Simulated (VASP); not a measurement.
Input of a VASP 6.6.1 run:

File INCAR:

```
SYSTEM = SrO
PREC = Accurate
ENCUT = 520
EDIFF = 1E-6
ISMEAR = 0
SIGMA = 0.014
LREAL = .FALSE.
LASPH = .TRUE.
NELM = 100
ALGO = Normal
ISIF = 2
LWAVE = .FALSE.
LCHARG = .TRUE.
GGA = PE
LELF = .TRUE.
LVHAR = .TRUE.
NBANDS = 15
```

File KPOINTS:

```
Automatic mesh
0
G
  9 9 9
  0 0 0
```

POSCAR

```
SrO
1.0
    0.0000000000      2.5663000000      2.5663000000
    2.5663000000      0.0000000000      2.5663000000
    2.5663000000      2.5663000000      0.0000000000
Sr O
1 1
Direct
    0.5000000000      0.5000000000      0.5000000000
    0.0000000000      0.0000000000      0.0000000000
```

Potentials or basis: VASP PAW PBE potentials, release 64 (Sr_sv, O).

The run is started by

```bash
$ cat potpaw_PBE.64/Sr_sv/POTCAR potpaw_PBE.64/O/POTCAR > POTCAR
$ mpirun -np 1 vasp_std > vasp.out
```

(1) What does it give for the pressure?

(2) Estimate the band gap on the k mesh.

Answers

(1) 3.9 GPa.

(2) 3.32 eV (least direct gap 3.41 eV).

Caveat: the cell stands under pressure; an odd mesh through Γ misses points on the zone boundary, where band edges can lie.
